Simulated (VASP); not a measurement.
# C in VASP: a series of runs

The runs below take C through single point, with LDA.

Everything below comes from runs of VASP 6.6.1. Logs are shortened: lines on timing, memory, paths and dates and some standing lists are left out, and cuts for length are marked.

## 1. The cell of the first run

The cell holds a slab with vacuum, 4 atoms: a = 2.489 Å, b = 2.489 Å, c = 24.452 Å, α = 90.00°, β = 90.00°, γ = 120.00°.

## 2. Single point, LDA

INCAR

```
ALGO     = Normal         # electronic algorithm
EDIFF    = 1E-6           # SCF threshold, eV
ENCUT    = 520            # plane-wave cutoff, eV
ISIF     = 2              # what is computed and relaxed
ISMEAR   = -1             # smearing method
LASPH    = T              # aspherical terms in the spheres
LCHARG   = T              # write CHGCAR
LELF     = T              # ELF
LREAL    = F              # projectors in reciprocal space
LVHAR    = T            
LWAVE    = F              # write WAVECAR
NBANDS   = 16             # bands
NELM     = 80             # most SCF steps
PREC     = Accurate       # precision mode
SIGMA    = 0.05           # smearing width, eV
```

KPOINTS

```
k-points
0
Gamma
  12 12 2
```

POSCAR

```
C
1.0
    2.4885499956      0.0000000000      0.0000000000
   -1.2442749978      2.1551475148      0.0000000000
    0.0000000000      0.0000000000     24.4515486963
C
4
Direct
    0.6666666667      0.3333333333      0.5704754400
    0.3333333333      0.6666666667      0.4295245600
    0.0000000000      0.0000000000      0.4295312300
    0.0000000000      0.0000000000      0.5704687700
```

Potentials or basis: VASP PAW LDA potentials, release 64 (C).

The run is started by

```
$ cat potpaw_LDA.64/C/POTCAR > POTCAR
$ mpirun -np 1 vasp_std > vasp.out
```

OUTCAR:

```text
EDIFF = 1E-6
   ENCUT = 520
   ISIF = 2
   ISMEAR = -1
   LASPH = T
   LREAL = F
   NELM = 80
   PREC = Accurate

 ion  position               nearest neighbor table
   1  0.667  0.333  0.570-   4 1.44   4 1.44   4 1.44
   2  0.333  0.667  0.430-   3 1.44   3 1.44   3 1.44
   3  0.000  0.000  0.430-   2 1.44   2 1.44   2 1.44
   4  0.000  0.000  0.570-   1 1.44   1 1.44   1 1.44

  LATTYP: Found a hexagonal cell.
 ALAT       =     2.4885499956
 C/A-ratio  =     9.8256208393

  Lattice vectors:

 A1 = (   2.4885499956,   0.0000000000,   0.0000000000)
 A2 = (  -1.2442749978,   2.1551475148,   0.0000000000)
 A3 = (   0.0000000000,   0.0000000000,  24.4515486963)

Analysis of symmetry for initial positions (statically):
=====================================================================
 Subroutine PRICEL returns:
 Original cell was already a primitive cell.

 Routine SETGRP: Setting up the symmetry group for a
 hexagonal supercell.

 Subroutine GETGRP returns: Found 12 space group operations
 (whereof 12 operations were pure point group operations)
 out of a pool of 24 trial point group operations.

The static configuration has the point symmetry D_3d.

Analysis of symmetry for dynamics (positions and initial velocities):
=====================================================================
 Subroutine PRICEL returns:
 Original cell was already a primitive cell.

 Routine SETGRP: Setting up the symmetry group for a
 hexagonal supercell.

 Subroutine GETGRP returns: Found 12 space group operations
 (whereof 12 operations were pure point group operations)
 out of a pool of 24 trial point group operations.

The dynamic configuration has the point symmetry D_3d.

 Subroutine INISYM returns: Found 12 space group operations
 (whereof 12 operations are pure point group operations),
 and found     1 'primitive' translations

----------------------------------------------------------------------------------------

                                     Primitive cell

  volume of cell :     131.1384

  direct lattice vectors                    reciprocal lattice vectors
     2.488549996  0.000000000  0.000000000     0.401840430  0.232002680  0.000000000
    -1.244274998  2.155147515  0.000000000     0.000000000  0.464005361  0.000000000
     0.000000000  0.000000000 24.451548696     0.000000000  0.000000000  0.040897205

  length of vectors
     2.488549996  2.488549996 24.451548696     0.464005361  0.464005361  0.040897205

  position of ions in fractional coordinates (direct lattice)
     0.666666667  0.333333333  0.570475440
     0.333333333  0.666666667  0.429524560
     0.000000000  0.000000000  0.429531230
     0.000000000  0.000000000  0.570468770

  ion indices of the primitive-cell ions
   primitive index   ion index
                 1           1
                 2           2
                 3           3
                 4           4

----------------------------------------------------------------------------------------

 KPOINTS: k-points

Automatic generation of k-mesh.
 Grid dimensions read from file:
 generate k-points for:   12   12    2

 Generating k-lattice:

  Cartesian coordinates                     Fractional coordinates (reciprocal lattice)
     0.033486702  0.019333557  0.000000000     0.083333333  0.000000000  0.000000000
     0.000000000  0.038667113  0.000000000     0.000000000  0.083333333  0.000000000
     0.000000000  0.000000000  0.020448603     0.000000000  0.000000000  0.500000000

  Length of vectors
     0.038667113  0.038667113  0.020448603

  Shift w.r.t. Gamma in fractional coordinates (k-lattice)
     0.000000000  0.000000000  0.000000000

 Subroutine IBZKPT returns following result:
 ===========================================

 Found     38 irreducible k-points:

 Following reciprocal coordinates:
            Coordinates               Weight
  0.000000  0.000000  0.000000      1.000000
  0.083333 -0.000000  0.000000      6.000000
  0.166667 -0.000000  0.000000      6.000000
  0.250000 -0.000000  0.000000      6.000000
  0.333333  0.000000  0.000000      6.000000
  0.416667 -0.000000  0.000000      6.000000
[... 16 lines left out ...]
  0.250000 -0.000000  0.500000      6.000000
  0.333333  0.000000  0.500000      6.000000
 [... further k-points ...]
   k-points           NKPTS =     38   k-points in BZ     NKDIM =     38   number of bands    NBANDS=     16
   number of dos      NEDOS =    301   number of ions     NIONS =      4
   total plane-waves  NPLWV =  76800
   dimension x,y,z NGX =    20 NGY =   20 NGZ =  192
   dimension x,y,z NGXF=    40 NGYF=   40 NGZF=  384
   ions per type =               4
   NGX,Y,Z   is equivalent  to a cutoff of  13.36, 13.36, 13.05 a.u.
   NGXF,Y,Z  is equivalent  to a cutoff of  26.72, 26.72, 26.11 a.u.
 SYSTEM =  unknown system
   PREC   = accura    normal or accurate (medium, high low for compatibility)
   ISTART =      0    job   : 0-new  1-cont  2-samecut
   ICHARG =      2    charge: 1-file 2-atom 10-const
   ISPIN  =      1    spin polarized calculation?
   LNONCOLLINEAR =      F non collinear calculations
   LSORBIT =      F    spin-orbit coupling
   LASPH  =      T    aspherical Exc in radial PAW
   ENCUT  =  520.0 eV  38.22 Ry    6.18 a.u.   4.63  4.63 45.46*2*pi/ulx,y,z
   NELM   =     80;   NELMIN=  2; NELMDL= -5     # of ELM steps
   EDIFF  = 0.1E-05   stopping-criterion for ELM
   LREAL  =      F    real-space projection
   EDIFFG = 0.1E-04   stopping-criterion for IOM
   NSW    =      0    number of steps for IOM
   IBRION =     -1    ionic relax: 0-MD 1-quasi-New 2-CG
   NFREE  =      0    steps in history (QN), initial steepest desc. (CG)
   ISIF   =      2    stress and relaxation
   ISYM   =      2    0-nonsym 1-usesym 2-fastsym
   POTIM  = 0.5000    time-step for ionic-motion
   TEBEG  =    0.0;   TEEND  =   0.0 temperature during run
   PSTRESS=    0.0 pullay stress
   NELECT =      16.0000    total number of electrons
   NUPDOWN=      -1.0000    fix difference up-down
   EMIN   =  10.00;   EMAX   =-10.00  energy-range for DOS
   EFERMI =   0.00;   METHOD = LEGACY
   ISMEAR =    -1;   SIGMA  =   0.05  broadening in eV -4-tet -1-fermi 0-gaus
   EFERMI_NEDOS =   21; number of points for ismear=-14 and -15
   IALGO  =     38    algorithm
   IMIX   =      4    mixing-type and parameters
     AMIX     =   0.40;   BMIX     =  1.00
     AMIX_MAG =   1.60;   BMIX_MAG =  1.00
  volume/ion in A,a.u.               =      32.78       221.24
  Fermi-wavevector in a.u.,A,eV,Ry     =   0.811967  1.534395  8.970185  0.659290
  Thomas-Fermi vector in A             =   1.921423
   LORBIT       =      0    0 simple, 1 ext, 2 COOP (PROOUT), +10 PAW based schemes
   GGA     = CA    functional components
   LHFCALC =     F    Hartree Fock is set to
   AEXX    =    0.0000 exact exchange contribution
   IVDW    =     0    specifies the selected vdW correction
   LEPSILON=     F    determine dielectric tensor
   LRPA    =     F    only Hartree local field effects (RPA)
 non-spin polarized calculation
  energy-cutoff  :      520.00
  volume of cell :      131.14
 maximum number of plane-waves:      3567
 NGX is ok and might be reduce to    20
   NGX =  9   NGY =  9   NGZ = 91

 number of electron      16.0000000 magnetization

 Free energy of the ion-electron system (eV)
  ---------------------------------------------------
  ext. energy  EPLUGINS =         0.00000000
  ---------------------------------------------------
  free energy    TOTEN  =       -40.31848823 eV

  energy without entropy =      -40.31651622  energy(sigma->0) =      -40.31750222

 E-fermi :  -2.1632     XC(G=0):  -3.3044

 val. band max:       -2.1632542776   @ k =   0.3333   0.3333   0.0000
 cond. band min:      -1.8533152693   @ k =   0.3333   0.3333   0.0000
 fundamental gap:      0.3099390083
 Fermi energy:        -2.1631846805

 k-point     1 :       0.0000    0.0000    0.0000
  band No.  band energies     occupation
      1     -21.2944      2.00000
      2     -21.1620      2.00000
      3     -10.0553      2.00000
      4      -9.1521      2.00000
      5      -5.1940      2.00000
      6      -5.1940      2.00000
[... 8 lines left out ...]
     15       4.9559      0.00000
     16       5.9229      0.00000

 k-point     2 :       0.0833   -0.0000    0.0000
  band No.  band energies     occupation
      1     -21.1333      2.00000
      2     -21.0023      2.00000
      3      -9.8606      2.00000
      4      -8.9634      2.00000
      5      -5.8248      2.00000
      6      -5.8110      2.00000
[... 8 lines left out ...]
     15       5.1738      0.00000
     16       5.9790      0.00000

 k-point     3 :       0.1667   -0.0000    0.0000
  band No.  band energies     occupation
      1     -20.6514      2.00000
      2     -20.5246      2.00000
      3      -9.2810      2.00000
      4      -8.4031      2.00000
      5      -7.4158      2.00000
      6      -7.3889      2.00000
[... 8 lines left out ...]
     15       5.7881      0.00000
     16       5.9495      0.00000

 k-point     4 :       0.2500   -0.0000    0.0000
  band No.  band energies     occupation
      1     -19.8548      2.00000
      2     -19.7347      2.00000
      3      -9.4603      2.00000
      4      -9.4183      2.00000
      5      -8.3333      2.00000
      6      -7.4919      2.00000
[... 8 lines left out ...]
     15       5.4148      0.00000
     16       5.6288      0.00000
[... 324 lines left out ...]
 k-point    22 :       0.1667   -0.0000    0.5000
  band No.  band energies     occupation
      1     -20.6514      2.00000
      2     -20.5246      2.00000
      3      -9.2810      2.00000
      4      -8.4031      2.00000
      5      -7.4158      2.00000
      6      -7.3889      2.00000
[... 8 lines left out ...]
     15       5.9014      0.00000
     16       5.9861      0.00000

 k-point    23 :       0.2500   -0.0000    0.5000
  band No.  band energies     occupation
      1     -19.8548      2.00000
      2     -19.7348      2.00000
      3      -9.4603      2.00000
      4      -9.4183      2.00000
      5      -8.3333      2.00000
      6      -7.4919      2.00000
[... 8 lines left out ...]
     15       5.6071      0.00000
     16       5.6953      0.00000

 k-point    24 :       0.3333    0.0000    0.5000
  band No.  band energies     occupation
      1     -18.7553      2.00000
      2     -18.6444      2.00000
      3     -11.6122      2.00000
      4     -11.5549      2.00000
      5      -7.8670      2.00000
      6      -7.8454      2.00000
[... 8 lines left out ...]
     15       6.1824      0.00000
     16       6.5178      0.00000

 [... further k-points ...]

------------------------ aborting loop because EDIFF is reached ----------------------------------------

  FORCE on cell =-STRESS in cart. coord.  units (eV):
  Direction    XX          YY          ZZ          XY          YZ          ZX
  --------------------------------------------------------------------------------------
  -------------------------------------------------------------------------------------
  Total       -4.4892107     -4.4892107     -0.1371264      0.0000000      0.0000000     -0.0000000
  in kB      -54.8467413    -54.8467413     -1.6753358      0.0000000      0.0000000     -0.0000000
  external PRESSURE =     -37.1229395 kB  Pullay stress =       0.0000000 kB

 VOLUME and BASIS-vectors are now :
 -----------------------------------------------------------------------------
  energy-cutoff  :      520.00
  volume of cell :      131.14
      direct lattice vectors                 reciprocal lattice vectors
     2.488549996  0.000000000  0.000000000     0.401840430  0.232002680  0.000000000
    -1.244274998  2.155147515  0.000000000     0.000000000  0.464005361  0.000000000
     0.000000000  0.000000000 24.451548696     0.000000000  0.000000000  0.040897205

 POSITION                                       TOTAL-FORCE (eV/Angst)
 -----------------------------------------------------------------------------------
      1.24427      0.71838     13.94901         0.000000      0.000000     -0.006722
     -0.00000      1.43677     10.50254         0.000000      0.000000      0.006722
      0.00000      0.00000     10.50270         0.000000      0.000000      0.025668
      0.00000      0.00000     13.94884        -0.000000      0.000000     -0.025668
 -----------------------------------------------------------------------------------
    total drift:                               -0.000000      0.000000      0.000000

  FREE ENERGIE OF THE ION-ELECTRON SYSTEM (eV)
  ---------------------------------------------------
  free  energy   TOTEN  =       -40.3184882253 eV

  energy  without entropy=      -40.3165162175  energy(sigma->0) =      -40.31750222
```

Run time: 2.3 min. Hardware: 1 thread of Intel Xeon Platinum 8488C (Sapphire Rapids), shared host; peak memory 0.23 GiB.

Results:

```
Free energy            : -40.3185 eV
Largest force          : 0.026 eV/Å
Band gap on the k mesh : zero (filled and empty bands touch)
```

Forces on the atoms (eV/Å):
```
C    0.000  0.000 -0.007
C    0.000  0.000  0.007
C    0.000  0.000  0.026
C    0.000  0.000 -0.026
```

## 3. Single point, LDA

This run uses another cell than the first one.

INCAR

```
SYSTEM = C
  PREC = Accurate
  ENCUT = 520
  EDIFF = 1E-6
  ISMEAR = -1
  SIGMA = 0.05
  LREAL = .FALSE.
  LASPH = .TRUE.
  NELM = 60
  ALGO = Normal
  ISIF = 2
  LWAVE = .FALSE.
  LCHARG = .TRUE.
  LELF = .TRUE.
  LVHAR = .TRUE.
  NBANDS = 16
```

KPOINTS

```
Automatic mesh
0
G
  12 12 2
  0 0 0
```

POSCAR

```
C
1.0
    2.5044010599      0.0000000000      0.0000000000
   -1.2522005300      2.1688749392      0.0000000000
    0.0000000000      0.0000000000     24.6072952438
C
4
Direct
    0.6666666667      0.3333333333      0.5704754400
    0.3333333333      0.6666666667      0.4295245600
    0.0000000000      0.0000000000      0.4295312300
    0.0000000000      0.0000000000      0.5704687700
```

Potentials or basis: VASP PAW LDA potentials, release 64 (C).

The run is started by

```
$ cat potpaw_LDA.64/C/POTCAR > POTCAR
$ mpirun -np 1 vasp_std > vasp.out
```

OUTCAR:

```text
SYSTEM = C
   PREC = Accurate
   ENCUT = 520
   EDIFF = 1E-6
   ISMEAR = -1
   LREAL = .FALSE.
   LASPH = .TRUE.
   NELM = 60
   ISIF = 2

 ion  position               nearest neighbor table
   1  0.667  0.333  0.570-   4 1.45   4 1.45   4 1.45
   2  0.333  0.667  0.430-   3 1.45   3 1.45   3 1.45
   3  0.000  0.000  0.430-   2 1.45   2 1.45   2 1.45
   4  0.000  0.000  0.570-   1 1.45   1 1.45   1 1.45

  LATTYP: Found a hexagonal cell.
 ALAT       =     2.5044010599
 C/A-ratio  =     9.8256208392
[... 645 lines left out ...]
     15       6.0902      0.00000
     16       6.4170      0.00000

 [... further k-points ...]
[... 5 lines left out ...]
  --------------------------------------------------------------------------------------
  -------------------------------------------------------------------------------------
  Total       -6.1077934     -6.1077934     -0.1466397      0.0000000      0.0000000     -0.0000000
  in kB      -73.2137498    -73.2137498     -1.7577607      0.0000000      0.0000000     -0.0000000
  external PRESSURE =     -49.3950868 kB  Pullay stress =       0.0000000 kB

 VOLUME and BASIS-vectors are now :
 -----------------------------------------------------------------------------
  energy-cutoff  :      520.00
  volume of cell :      133.66
      direct lattice vectors                 reciprocal lattice vectors
     2.504401060  0.000000000  0.000000000     0.399297068  0.230534270  0.000000000
    -1.252200530  2.168874939  0.000000000     0.000000000  0.461068539  0.000000000
     0.000000000  0.000000000 24.607295244     0.000000000  0.000000000  0.040638355

 POSITION                                       TOTAL-FORCE (eV/Angst)
 -----------------------------------------------------------------------------------
      1.25220      0.72296     14.03786         0.000000     -0.000000     -0.008363
     -0.00000      1.44592     10.56944        -0.000000      0.000000      0.008363
      0.00000      0.00000     10.56960        -0.000000      0.000000      0.026681
      0.00000      0.00000     14.03769         0.000000      0.000000     -0.026681
 -----------------------------------------------------------------------------------
    total drift:                               -0.000000      0.000000      0.000000

  FREE ENERGIE OF THE ION-ELECTRON SYSTEM (eV)
  ---------------------------------------------------
  free  energy   TOTEN  =       -40.2509397731 eV

  energy  without entropy=      -40.2489603141  energy(sigma->0) =      -40.24995004
```

OSZICAR:

```text
N       E                     dE             d eps       ncg     rms          rms(c)
DAV:   1     0.107558633667E+03    0.10756E+03   -0.61204E+03  1216   0.766E+02
DAV:   2    -0.300678991890E+02   -0.13763E+03   -0.12412E+03  1888   0.182E+02
DAV:   3    -0.424032749533E+02   -0.12335E+02   -0.12211E+02  1616   0.612E+01
[... 11 lines left out ...]
DAV:  15    -0.402508611957E+02   -0.16950E-03   -0.10451E-05  1472   0.113E-02    0.448E-03
DAV:  16    -0.402509138615E+02   -0.52666E-04   -0.13363E-06  1440   0.420E-03    0.232E-03
DAV:  17    -0.402509335924E+02   -0.19731E-04   -0.76157E-07  1368   0.306E-03    0.162E-03
DAV:  18    -0.402509389670E+02   -0.53746E-05   -0.13170E-07  1072   0.125E-03    0.766E-04
DAV:  19    -0.402509397731E+02   -0.80606E-06   -0.25426E-08  1096   0.772E-04
   1 F= -.40250940E+02 E0= -.40249950E+02  d E =-.197946E-02
```

It took 1.7 min on 1 thread of Intel Xeon Platinum 8488C (Sapphire Rapids), shared host; peak memory 0.23 GiB.

Results:

```yaml
Free_energy: -40.2509 eV
Largest_force: 0.027 eV/Å
Band_gap_on_the_k_mesh: zero (filled and empty bands touch)
```

Forces on the atoms (eV/Å):
```
C    0.000  0.000 -0.008
C    0.000  0.000  0.008
C    0.000  0.000  0.027
C    0.000  0.000 -0.027
```
